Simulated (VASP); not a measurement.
Set up this calculation in VASP 6.6.1, as the native input.

```
Task                   : single point
Functional             : PBE
Potentials or basis    : VASP PAW PBE potentials, release 64 (P, C)
Cutoff                 : 520 eV
k mesh                 : 12 × 12 × 18
Occupations            : gaussian, width 0.1 eV
Spin                   : no spin polarisation
Dipole correction      : no
Further INCAR settings : ALGO = Normal; EDIFF = 1e-07; NBANDS = 16
```

The structure of PC3 lies in POSCAR:

```
PC3
1.0
    3.9455355099      0.0000000000      0.0000000000
   -1.9727677549      3.4169339832      0.0000000000
    0.0000000000      0.0000000000      2.7172904595
P C
1 3
Direct
    0.3333333333      0.6666666667      0.0000000000
    0.1232463425      0.8767536575      0.5000000000
    0.1232463425      0.2464926851      0.5000000000
    0.7535073149      0.8767536575      0.5000000000
```

The input as run:

INCAR

```
  PREC = Accurate
  ENCUT = 520
  EDIFF = 1E-7
  ISMEAR = 0
  SIGMA = 0.1
  LREAL = False
  LASPH = True
  NELM = 100
  ALGO = Normal
  ISIF = 2
  LWAVE = False
  LCHARG = False
  GGA = PE
  NBANDS = 16
```

KPOINTS

```
Automatic mesh
0
Gamma
  12 12 18
```

Potentials or basis: VASP PAW PBE potentials, release 64 (P, C).

Command:

```bash
$ cat potpaw_PBE.64/P/POTCAR potpaw_PBE.64/C/POTCAR > POTCAR
$ mpirun -np 1 vasp_std > vasp.out
```

Results of the run:

The pressure is 0.1 GPa and the largest force is 0.125 eV/Å.

Run time: 2.5 min on 1 thread of AMD EPYC 7R43 64-Core Processor (Zen 3) (shared host), peak memory 0.17 GiB.
